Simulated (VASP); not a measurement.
# Hf2N in VASP: further runs

Runs on Hf2N. Level: PBEsol. Tasks: single point.

Program: VASP 6.6.1. These are calculated values, not measurements. Logs are shortened: lines on timing, memory, paths and dates and some standing lists are left out, and cuts for length are marked.

## (1) The cell of the first run

Symmetry: P4_2/mnm, No. 136, tetragonal system. The conventional cell has a = 5.313 Å, b = 5.313 Å, c = 3.242 Å, α = 90.00°, β = 90.00°, γ = 90.00°. Hf (site symmetry m2m) has 3 N at 2.22 to 2.23 Å within 2.9 Å. N (site symmetry mmm) has 6 Hf at 2.22 to 2.23 Å within 2.9 Å.

## (2) Single point, PBEsol

INCAR

```
SYSTEM = Hf2N
  ALGO = Normal
  EDIFF = 1E-7
  ENCUT = 520
  GGA = PS
  ISIF = 2
  ISMEAR = 0
  LASPH = .TRUE.
  LCHARG = .FALSE.
  LREAL = .FALSE.
  LWAVE = .FALSE.
  NBANDS = 34
  NELM = 100
  PREC = Accurate
  SIGMA = 0.1
```

KPOINTS

```
k-points
0
G
  1 1 1
  0 0 0
```

POSCAR

```
Hf2N
1.0
    5.3131240200      0.0000000000      0.0000000000
    0.0000000000      5.3131240200      0.0000000000
    0.0000000000      0.0000000000      3.2420983900
Hf N
4 2
Direct
    0.2955363700      0.2955363700      0.0000000000
    0.7044636300      0.7044636300      0.0000000000
    0.7955363700      0.2044636300      0.5000000000
    0.2044636300      0.7955363700      0.5000000000
    0.0000000000      0.0000000000      0.0000000000
    0.5000000000      0.5000000000      0.5000000000
```

Potentials or basis: VASP PAW PBE potentials, release 64 (Hf_pv, N).

Command:

```
> cat potpaw_PBE.64/Hf_pv/POTCAR potpaw_PBE.64/N/POTCAR > POTCAR
> mpirun -np 1 vasp_gam > vasp.out
```

OUTCAR:

```text
SYSTEM = Hf2N
   EDIFF = 1E-7
   ENCUT = 520
   GGA = PS
   ISIF = 2
   ISMEAR = 0
   LASPH = .TRUE.
   LREAL = .FALSE.
   NELM = 100
   PREC = Accurate

 ion  position               nearest neighbor table
   1  0.296  0.296  0.000-   5 2.22   6 2.23   6 2.23   2 3.07   4 3.15   3 3.15   4 3.15   3 3.15
                             4 3.15   4 3.15   3 3.15   3 3.15   2 3.82   2 3.82
   2  0.704  0.704  0.000-   5 2.22   6 2.23   6 2.23   1 3.07   4 3.15   3 3.15   4 3.15   3 3.15
                             3 3.15   3 3.15   4 3.15   4 3.15   1 3.82   1 3.82
   3  0.796  0.204  0.500-   6 2.22   5 2.23   5 2.23   4 3.07   1 3.15   1 3.15   2 3.15   2 3.15
                             2 3.15   2 3.15   1 3.15   1 3.15   4 3.82   4 3.82
   4  0.204  0.796  0.500-   6 2.22   5 2.23   5 2.23   3 3.07   1 3.15   1 3.15   2 3.15   2 3.15
                             1 3.15   1 3.15   2 3.15   2 3.15   3 3.82   3 3.82
   5  0.000  0.000  0.000-   1 2.22   2 2.22   3 2.23   4 2.23   3 2.23   4 2.23
   6  0.500  0.500  0.500-   3 2.22   4 2.22   1 2.23   2 2.23   1 2.23   2 2.23

  LATTYP: Found a simple tetragonal cell.
 ALAT       =     5.3131240200
 C/A-ratio  =     0.6102056677

  Lattice vectors:

 A1 = (   5.3131240200,   0.0000000000,   0.0000000000)
 A2 = (   0.0000000000,   5.3131240200,   0.0000000000)
 A3 = (   0.0000000000,   0.0000000000,   3.2420983900)

Analysis of symmetry for initial positions (statically):
=====================================================================
 Subroutine PRICEL returns:
 Original cell was already a primitive cell.

 Routine SETGRP: Setting up the symmetry group for a
 simple tetragonal supercell.

 Subroutine GETGRP returns: Found 16 space group operations
 (whereof  8 operations were pure point group operations)
 out of a pool of 16 trial point group operations.

The static configuration has the point symmetry D_2h.
 The point group associated with its full space group is D_4h.

Analysis of symmetry for dynamics (positions and initial velocities):
=====================================================================
 Subroutine PRICEL returns:
 Original cell was already a primitive cell.

 Routine SETGRP: Setting up the symmetry group for a
 simple tetragonal supercell.

 Subroutine GETGRP returns: Found 16 space group operations
 (whereof  8 operations were pure point group operations)
 out of a pool of 16 trial point group operations.

The dynamic configuration has the point symmetry D_2h.
 The point group associated with its full space group is D_4h.

 Subroutine INISYM returns: Found 16 space group operations
 (whereof  8 operations are pure point group operations),
 and found     1 'primitive' translations
[... 85 lines left out ...]
   ISIF   =      2    stress and relaxation
   ISYM   =      2    0-nonsym 1-usesym 2-fastsym
   POTIM  = 0.5000    time-step for ionic-motion
   TEBEG  =    0.0;   TEEND  =   0.0 temperature during run
   PSTRESS=    0.0 pullay stress
   NELECT =      50.0000    total number of electrons
   NUPDOWN=      -1.0000    fix difference up-down
   EMIN   =  10.00;   EMAX   =-10.00  energy-range for DOS
   EFERMI =   0.00;   METHOD = LEGACY
   ISMEAR =     0;   SIGMA  =   0.10  broadening in eV -4-tet -1-fermi 0-gaus
   EFERMI_NEDOS =   21; number of points for ismear=-14 and -15
   IALGO  =     38    algorithm
   IMIX   =      4    mixing-type and parameters
     AMIX     =   0.40;   BMIX     =  1.00
     AMIX_MAG =   1.60;   BMIX_MAG =  1.00
  volume/ion in A,a.u.               =      15.25       102.94
  Fermi-wavevector in a.u.,A,eV,Ry     =   1.338308  2.529036 24.368970  1.791069
  Thomas-Fermi vector in A             =   2.466789
   LORBIT       =      0    0 simple, 1 ext, 2 COOP (PROOUT), +10 PAW based schemes
   GGA     = PS    functional components
   LHFCALC =     F    Hartree Fock is set to
   AEXX    =    0.0000 exact exchange contribution
   IVDW    =     0    specifies the selected vdW correction
   LEPSILON=     F    determine dielectric tensor
   LRPA    =     F    only Hartree local field effects (RPA)
 non-spin polarized calculation
 Gauss-broadening in eV      SIGMA  =   0.10
  energy-cutoff  :      520.00
  volume of cell :       91.52
 maximum number of plane-waves:      1229
 NGX is ok and might be reduce to    40
   NGX = 19   NGY = 19   NGZ = 13

 number of electron      50.0000010 magnetization

 Free energy of the ion-electron system (eV)
  ---------------------------------------------------
  ext. energy  EPLUGINS =         0.00000000
  ---------------------------------------------------
  free energy    TOTEN  =       -63.08741055 eV

  energy without entropy =      -62.93646384  energy(sigma->0) =      -63.01193719

 E-fermi :   6.9191     XC(G=0): -12.0795

 val. band max:        6.6492438766   @ k =   0.0000   0.0000   0.0000
 cond. band min:       6.9294993729   @ k =   0.0000   0.0000   0.0000
 fundamental gap:      0.2802554964
 Fermi energy:         6.9190836336

 k-point     1 :       0.0000    0.0000    0.0000
  band No.  band energies     occupation
      1     -25.2648      2.00000
      2     -24.6799      2.00000
      3     -24.6591      2.00000
      4     -24.6591      2.00000
      5     -24.5339      2.00000
      6     -24.3220      2.00000
[... 26 lines left out ...]
     33       9.0939      0.00000
     34       9.0939      0.00000

------------------------ aborting loop because EDIFF is reached ----------------------------------------

  FORCE on cell =-STRESS in cart. coord.  units (eV):
  Direction    XX          YY          ZZ          XY          YZ          ZX
  --------------------------------------------------------------------------------------
  -------------------------------------------------------------------------------------
  Total        3.7997544      3.7997544      6.8770928     -0.0000000      0.0000000      0.0000000
  in kB       66.5181276     66.5181276    120.3897099     -0.0000000      0.0000000      0.0000000
  external PRESSURE =      84.4753217 kB  Pullay stress =       0.0000000 kB

 VOLUME and BASIS-vectors are now :
 -----------------------------------------------------------------------------
  energy-cutoff  :      520.00
  volume of cell :       91.52
      direct lattice vectors                 reciprocal lattice vectors
     5.313124020  0.000000000  0.000000000     0.188213186  0.000000000  0.000000000
     0.000000000  5.313124020  0.000000000     0.000000000  0.188213186  0.000000000
     0.000000000  0.000000000  3.242098390     0.000000000  0.000000000  0.308442212

 POSITION                                       TOTAL-FORCE (eV/Angst)
 -----------------------------------------------------------------------------------
      1.57022      1.57022      0.00000        -0.502056     -0.502056     -0.000000
      3.74290      3.74290      0.00000         0.502056      0.502056      0.000000
      4.22678      1.08634      1.62105        -0.502056      0.502056      0.000000
      1.08634      4.22678      1.62105         0.502056     -0.502056      0.000000
      0.00000      0.00000      0.00000         0.000000      0.000000      0.000000
      2.65656      2.65656      1.62105         0.000000      0.000000      0.000000
 -----------------------------------------------------------------------------------
    total drift:                                0.000000      0.000000      0.000000

  FREE ENERGIE OF THE ION-ELECTRON SYSTEM (eV)
  ---------------------------------------------------
  free  energy   TOTEN  =       -63.0874105487 eV

  energy  without entropy=      -62.9364638354  energy(sigma->0) =      -63.01193719
```

Run time: 13 s. Hardware: 1 thread of AMD EPYC 7R43 (Zen 3), shared host; peak memory 0.14 GiB.

Results:

```
Free energy   : -63.0874 eV
Pressure      : 8.4 GPa
Largest force : 0.710 eV/Å
```

Forces on the atoms (eV/Å):
```
Hf  -0.502 -0.502  0.000
Hf   0.502  0.502  0.000
Hf  -0.502  0.502  0.000
Hf   0.502 -0.502  0.000
N    0.000  0.000  0.000
N    0.000  0.000  0.000
```

Caveat: the k points lie up to 1.94 Å⁻¹ apart; the PAW data sets were made with another functional, which shifts forces and pressure a little; spin-orbit coupling is left out, which moves the levels of the heavy elements.

## (3) Single point, PBEsol

This run uses another cell than the first one, of 15.08 Å³/atom, 0.988 times its volume.

INCAR

```
PREC     = Accurate       # precision mode
ENCUT    = 520            # plane-wave cutoff, eV
EDIFF    = 1E-7           # SCF threshold, eV
ISMEAR   = 0              # smearing method
SIGMA    = 0.1            # smearing width, eV
LREAL    = False          # projectors in reciprocal space
LASPH    = True           # aspherical terms in the spheres
NELM     = 60             # most SCF steps
ALGO     = Normal         # electronic algorithm
ISIF     = 2              # what is computed and relaxed
LWAVE    = False          # write WAVECAR
LCHARG   = False          # write CHGCAR
GGA      = PS             # functional
NBANDS   = 34             # bands
```

KPOINTS

```
regular mesh
0
Gamma
  4 4 6
```

POSCAR

```
Hf2N
1.0
    5.2972637158     -0.0000002789      0.0000081557
   -0.0000002789      5.2963590026     -0.0000051541
    0.0000049767     -0.0000031450      3.2245675634
Hf N
4 2
Direct
    0.3108486860      0.2893961792     -0.0218724349
    0.7210965053      0.6999440147     -0.0218731836
    0.8108511827      0.1999432761      0.4781273554
    0.2210957678      0.7893919018      0.4781267784
    0.0159742005     -0.0053319286     -0.0218729183
    0.5159744792      0.4946688195      0.4781279856
```

Potentials or basis: VASP PAW PBE potentials, release 64 (Hf_pv, N).

Command:

```
> cat potpaw_PBE.64/Hf_pv/POTCAR potpaw_PBE.64/N/POTCAR > POTCAR
> mpirun -np 1 vasp_std > vasp.out
```

Run time: 2.4 min. Hardware: 1 thread of AMD EPYC 7R43 (Zen 3), shared host; peak memory 0.2 GiB.

It converged, with:

| Property | Result |
| --- | --- |
| Free energy | -67.5249 eV |
| Pressure | -1.0 GPa |
| Band gap on the k mesh | zero (band 25 reaches 7.32 eV, above the bottom of band 26 at 4.63 eV) |

Stress tensor (GPa, compression positive):
```
-0.98  0.00  0.00
 0.00 -0.97  0.00
 0.00  0.00 -1.13
```

Levels at points of the mesh, in eV from the Fermi level:
```
           k point  band 21  band 22  band 23  band 24  band 25  band 26  band 27  band 28  band 29  band 30
(0.00, 0.00, 0.00)    -3.45    -2.10    -0.02     0.83     1.12     1.18     1.18     1.67     1.86     1.86
(0.50, 0.00, 0.00)    -2.44    -2.44    -1.01    -1.01     1.50     1.50     1.96     1.96     2.05     2.05
(0.00, 0.50, 0.00)    -2.44    -2.44    -1.01    -1.01     1.50     1.50     1.96     1.96     2.05     2.05
(0.50, 0.50, 0.00)    -1.71    -1.71    -1.37    -1.37     1.10     1.10     1.57     1.57     1.95     1.95
(0.00, 0.00, 0.50)    -1.38    -1.38    -1.19    -1.19    -1.19    -1.19     2.24     2.24     3.78     3.78
(0.50, 0.00, 0.50)    -1.91    -1.91    -1.09    -1.09    -0.88    -0.88     1.85     1.85     3.92     3.92
(0.00, 0.50, 0.50)    -1.91    -1.91    -1.08    -1.08    -0.88    -0.88     1.85     1.85     3.91     3.91
(0.50, 0.50, 0.50)    -1.66    -1.66    -0.82    -0.82    -0.47    -0.47     1.40     1.40     3.02     3.02
```

Caveat: the PAW data sets were made with another functional, which shifts forces and pressure a little; spin-orbit coupling is left out, which moves the levels of the heavy elements.
